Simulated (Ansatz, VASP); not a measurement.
# Ir in VASP and in Ansatz

INCAR

```
SYSTEM = Ir
  PREC = Accurate
  ENCUT = 560
  EDIFF = 1E-6
  ISMEAR = -1
  SIGMA = 0.08
  LREAL = .False.
  LASPH = .True.
  NELM = 120
  ALGO = Normal
  ISIF = 2
  LWAVE = .False.
  LCHARG = .True.
  GGA = CA
  LELF = .True.
  LVHAR = .True.
  NBANDS = 14
  GGA_COMPAT = .False.
```

The input KPOINTS:

```
regular mesh
0
Gamma
  19 19 19
  0 0 0
```

POSCAR

```
Ir
1.0
    0.0000000000      1.8264282417      1.8264282417
    1.8264282417      0.0000000000      1.8264282417
    1.8264282417      1.8264282417      0.0000000000
Ir
1
Direct
    0.0000000000      0.0000000000      0.0000000000
```

Input for Ansatz:

```yaml
crystal:
  lattice:
    - [0.0, 1.8264282417, 1.8264282417]
    - [1.8264282417, 0.0, 1.8264282417]
    - [1.8264282417, 1.8264282417, 0.0]
  atoms:
    - { symbol: Ir, position: [0.0, 0.0, 0.0] }
kpoints:
  mp_grid: { grid: [19, 19, 19] }
scf:
  occupations: { method: fermi_dirac, width: 0.08 }
hamiltonian:
  xc: lda
  pseudopotentials: { kind: paw }
output:
  forces: true
  stress: true
  eigenvalues: true
  populations: true
  write_density: true
  write_potential: true
  elf: true
  volumetric_format: npy
```

Change from the starting cell: volume scaled by 0.88, PAW files.

Alike in both runs: task single point; functional LDA; k mesh 19 × 19 × 19; occupations fermi-dirac, width 0.08 eV; no spin polarisation.

|  | VASP | Ansatz |
| --- | --- | --- |
| version | VASP 6.6.1 | Ansatz 0.2.0 |
| potentials or method | VASP PAW LDA potentials, release 64 (Ir_sv_GW) | PAW with Ansatz's default frozen-core files, scalar-relativistic |
| plane-wave cutoff (eV) | 560 | 420 |
| valence electrons in the cell | 17 | 17 |

|  | VASP | Ansatz | Ansatz less VASP |
| --- | --- | --- | --- |
| pressure (GPa) | 71.0 | 71.0 | -0.06 |

LDA's correlation is that of Perdew and Zunger in VASP and of Perdew and Wang (1992) in Ansatz. Both programs put the cell under a high pressure, so it lies far from rest at this level.

Neither program's run includes spin-orbit coupling. Noted on VASP's run: the cell as given lies far from equilibrium.
